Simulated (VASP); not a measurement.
A run of VASP 6.6.1 is set up as follows.

INCAR

```
SYSTEM = ScAl
PREC = Accurate ; ENCUT = 500
EDIFF = 1E-6 ; ISMEAR = -1
SIGMA = 0.15 ; LREAL = .False.
LASPH = .True. ; NELM = 120
ALGO = Normal ; ISIF = 2
LWAVE = .False. ; LCHARG = .False.
GGA = PS ; NBANDS = 14
GGA_COMPAT = .False.
```

File KPOINTS:

```
regular mesh
0
Gamma
  12 12 12
  0 0 0
```

The input POSCAR:

```
ScAl
1.0
    3.3478922247      0.0000000000      0.0000000000
    0.0000000000      3.3478922247      0.0000000000
    0.0000000000      0.0000000000      3.3478922247
Sc Al
1 1
Direct
    0.5000000000      0.5000000000      0.5000000000
    0.0000000000      0.0000000000      0.0000000000
```

Potentials or basis: VASP PAW PBE potentials, release 64 (Sc_sv, Al).

Command:

```sh
$ cat potpaw_PBE.64/Sc_sv/POTCAR potpaw_PBE.64/Al/POTCAR > POTCAR
$ mpirun -np 1 vasp_std > vasp.out
```

Task: What does it give for the pressure?

Result: 0.1 GPa.

Task: What does it give for the band gap on the k mesh?

Result: Zero (band 7 reaches 6.46 eV, above the bottom of band 8 at 5.27 eV).

Caveat: the PAW data sets were made with another functional, which shifts forces and pressure a little.
